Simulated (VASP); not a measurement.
Here is a VASP 6.6.1 calculation.

INCAR

```
ALGO     = Normal         # electronic algorithm
EDIFF    = 1E-6           # SCF threshold, eV
EDIFFG   = -0.01          # ionic threshold
ENCUT    = 600            # plane-wave cutoff, eV
GGA      = PE             # functional
IBRION   = 2              # ionic algorithm
ISIF     = 3              # what is computed and relaxed
ISMEAR   = 0              # smearing method
LASPH    = True           # aspherical terms in the spheres
LCHARG   = False          # write CHGCAR
LREAL    = False          # projectors in reciprocal space
LWAVE    = False          # write WAVECAR
NELM     = 100            # most SCF steps
NSW      = 100            # ionic steps
PREC     = Accurate       # precision mode
SIGMA    = 0.02           # smearing width, eV
```

KPOINTS

```
k-points
0
Gamma
  8 8 4
```

The input POSCAR:

```
Be2S3
1.0
    2.3584836747     -2.6117068567      0.0000000000
    2.3584836747      2.6117068567      0.0000000000
   -0.3523111856      0.0000000000      6.4996629124
Be S
2 3
Direct
    0.4920390563      0.9439103344      0.8110810230
    0.0560896656      0.5079609437      0.1889189770
    0.3767741024      0.4305204698      0.6420887597
    0.5694795302      0.6232258976      0.3579112403
    0.0056176455      0.9943823545      0.0000000000
```

Potentials or basis: VASP PAW PBE potentials, release 64 (Be, S).

The run is started by

```console
$ cat potpaw_PBE.64/Be/POTCAR potpaw_PBE.64/S/POTCAR > POTCAR
$ mpirun -np 1 vasp_std > vasp.out
```

Problem. What does it give for the band gap on the k mesh?

Solution. 1.37 eV (least direct gap 2.09 eV).

Problem. Predict the relaxed volume.

Solution. 16.01 Å³/atom.

Problem. Predict the space group after relaxing (to 0.1 Å).

Solution. C2 (No. 5).

The path:
| step | energy change (eV) | largest force (eV/Å) | pressure (GPa) | volume (Å³) |
| --- | --- | --- | --- | --- |
| 1 | 0.0000 | 0.0876 | -0.28 | 80.07 |
| 2 | -0.0010 | 0.0749 | 0.11 | 79.75 |
| 3 | -0.0010 | 0.0589 | 0.05 | 79.80 |
| 4 | -0.0015 | 0.0354 | 0.07 | 79.76 |
| 5 | -0.0016 | 0.0592 | 0.07 | 79.73 |
| 6 | -0.0021 | 0.0424 | 0.04 | 79.79 |
| 7 | -0.0024 | 0.0384 | -0.01 | 79.90 |
| 8 | -0.0026 | 0.0171 | 0.00 | 79.92 |
| 9 | -0.0028 | 0.0260 | 0.03 | 79.95 |
| 10 | -0.0029 | 0.0195 | -0.03 | 80.03 |
| 11 | -0.0029 | 0.0224 | -0.05 | 80.04 |
| 12 | -0.0030 | 0.0140 | 0.01 | 80.03 |
| 13 | -0.0030 | 0.0111 | 0.00 | 80.03 |
| 14 | -0.0030 | 0.0103 | 0.00 | 80.03 |
| 15 | -0.0030 | 0.0104 | 0.00 | 80.03 |
| 16 | -0.0030 | 0.0074 | 0.01 | 80.03 |

A k mesh can miss the band edges.
